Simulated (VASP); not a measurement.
A run of VASP 6.6.1:

INCAR

```
ALGO     = Normal         # electronic algorithm
EDIFF    = 1E-6           # SCF threshold, eV
ENCUT    = 520            # plane-wave cutoff, eV
GGA      = PE             # functional
ISIF     = 2              # what is computed and relaxed
ISMEAR   = 0              # smearing method
LASPH    = True           # aspherical terms in the spheres
LCHARG   = False          # write CHGCAR
LREAL    = False          # projectors in reciprocal space
LWAVE    = False          # write WAVECAR
NBANDS   = 11             # bands
NELM     = 80             # most SCF steps
PREC     = Accurate       # precision mode
SIGMA    = 0.02           # smearing width, eV
```

Contents of KPOINTS:

```
k-points
0
Gamma
  12 12 12
```

The input POSCAR:

```
BN
1.0
    1.2742049801      0.7356625882      3.7387291393
   -1.2742049801      0.7356625882      3.7387291393
    0.0000000000     -1.4713251766      3.7387291393
B N
1 1
Direct
    0.9897886084      0.9897886084      0.9897886084
    0.3426443916      0.3426443916      0.3426443916
```

Potentials or basis: VASP PAW PBE potentials, release 64 (B, N).

Launch:

```bash
$ cat potpaw_PBE.64/B/POTCAR potpaw_PBE.64/N/POTCAR > POTCAR
$ mpirun -np 1 vasp_std > vasp.out
```

Hardware: 1 thread of Intel(R) Xeon(R) Platinum 8559C (Emerald Rapids), on a shared host.

**Question.** How long does it take, and how much memory?

**Answer.** It took 51 s on 1 thread of Intel(R) Xeon(R) Platinum 8559C (Emerald Rapids) (shared host), peak memory 0.18 GiB. Counts: scf iterations 13, k points 189.
